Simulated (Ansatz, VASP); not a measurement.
# Pt: VASP beside Ansatz

```
Pt
1.0
     5.55573    0.00000    0.00000
     0.00000    5.55573    0.00000
     0.00000    0.00000   24.53334
Pt
16
Direct
  0.25000 0.25000 0.32609
  0.25000 0.75000 0.32609
  0.75000 0.25000 0.32609
  0.75000 0.75000 0.32609
  0.50000 0.50000 0.40615
  0.50000 0.00000 0.40615
  0.00000 0.50000 0.40615
  0.00000 0.00000 0.40615
  0.75139 0.74993 0.48435
  0.75202 0.24992 0.48698
  0.25179 0.74991 0.48560
  0.25032 0.24995 0.48604
  0.00175 0.99863 0.56913
  0.00161 0.50047 0.56918
  0.50382 0.99620 0.56850
  0.50391 0.50337 0.56855
```

Alike in both runs: task single point; functional PBE; dispersion D3(BJ); k mesh 4 × 4 × 1; occupations gaussian, width 0.1 eV; no spin polarisation.

|  | VASP | Ansatz |
| --- | --- | --- |
| version | VASP 6.6.1 | Ansatz 0.2.0 |
| potentials or method | VASP PAW PBE potentials, release 64 (Pt), cutoff 520 eV | scalar-relativistic, plane waves, PAW |
| valence electrons in the cell | 160 | 288 |

```csv
,VASP,Ansatz,Ansatz less VASP
gap on the k mesh at the Fermi level (eV),none,none,-
rms of the force components (eV/Å),0.333,0.331,-0.0017
```

Atom by atom the forces differ by 0.006 eV/Å (rms over components). A gap of «none» marks a metal or a gap that the smearing closes. VASP's potentials hold 160 valence electrons a cell and Ansatz's 288, so a difference there can come from the potentials and not from the codes.

Spin-orbit coupling is off throughout.
